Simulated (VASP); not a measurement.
Set up this calculation in VASP 6.6.1, as the native input.

```
Task                   : single point
Functional             : PBE
Potentials or basis    : VASP PAW PBE potentials, release 64 (C, N, H)
Cutoff                 : 520 eV
k mesh                 : 1 × 1 × 1
Occupations            : fermi-dirac, width 0.02 eV
Spin                   : no spin polarisation
Dipole correction      : no
Further INCAR settings : LREAL = Auto; ALGO = Normal; EDIFF = 1e-06; NBANDS = 72
```

The structure of H3C2N lies in POSCAR:

```
H3C2N
1.0
    8.0517480000      0.0000000000      0.0000000000
    0.0000000000      8.0517480000      0.0000000000
    0.0000000000      0.0000000000      8.0517480000
C N H
12 6 18
Direct
    0.2555966729      0.5752912287      0.7385725435
    0.3752973888      0.4376813581      0.7410937352
    0.2343217895      0.8278947627      0.3113858009
    0.1646971564      0.8875712454      0.4677742026
    0.7599343646      0.3360885115      0.4634645794
    0.9318349258      0.3867234792      0.4282299943
    0.7116839722      0.9985781969      0.8262553672
    0.8364519108      0.9007236689      0.9171424640
    0.1914242721      0.2181265484      0.0197100058
    0.3394542402      0.1655541132      0.0946129958
    0.6574348825      0.5408142431      0.0529326054
    0.6223493333      0.6499209861      0.1956966363
    0.4828144150      0.3447574365      0.7378646227
    0.1225944975      0.9250786289      0.6011117089
    1.0683642856      0.4161953404      0.3985842577
    0.9275625616      0.8242433817      1.0000188779
    0.4643215361      0.1467134838      0.1671189908
    0.6028007831      0.7315554337      0.3093117172
    0.3066787485      0.6802746435      0.8177603174
    0.2291303702      0.6190457029      0.6143262308
    0.1320707007      0.5444532044      0.7919646765
    0.1456081338      0.8556030318      0.2078927458
    0.3564815988      0.8806783322      0.2895147737
    0.2455491652      0.6922844580      0.3181793568
    0.6772566653      0.4388736458      0.5044618883
    0.7103178093      0.2773931822      0.3492285153
    0.7641694698      0.2518831936      0.5681499222
    0.7569784847      1.0081040788      0.6971529660
    0.5991742414      0.9281959644      0.8258703576
    0.6794922047      1.1130502346      0.8948491682
    0.1675536790      0.1840966707     -0.1164219248
    0.0777719323      0.1710311848      0.0815475099
    0.1779986160      0.3582079320      0.0335827699
    0.7747634427      0.4777099333      0.0809141071
    0.5769057849      0.4275220735      0.0445369130
    0.6838142475      0.6241874435     -0.0460024333
```

One way to write it, as run:

INCAR

```
SYSTEM = H3C2N
  ALGO = Normal
  EDIFF = 1E-6
  ENCUT = 520
  GGA = PE
  ISIF = 2
  ISMEAR = -1
  LASPH = .True.
  LCHARG = .True.
  LELF = .True.
  LREAL = Auto
  LVHAR = .True.
  LWAVE = .False.
  NBANDS = 72
  NELM = 80
  PREC = Accurate
  SIGMA = 0.02
```

KPOINTS

```
k-points
0
Gamma
  1 1 1
  0 0 0
```

Potentials or basis: VASP PAW PBE potentials, release 64 (C, N, H).

The run is started by

```bash
$ cat potpaw_PBE.64/C/POTCAR potpaw_PBE.64/N/POTCAR potpaw_PBE.64/H/POTCAR > POTCAR
$ mpirun -np 1 vasp_gam > vasp.out
```

Results of the run:

```
Pressure               : 0.7 GPa
Largest force          : 4.101 eV/Å
Band gap on the k mesh : 6.04 eV
```

Caveat: the k points lie up to 0.78 Å⁻¹ apart; the atoms stand as in a frame of molecular dynamics.

Wall time 2.5 min on 1 thread of Intel Xeon 8259CL (shared host), peak memory 0.47 GiB.
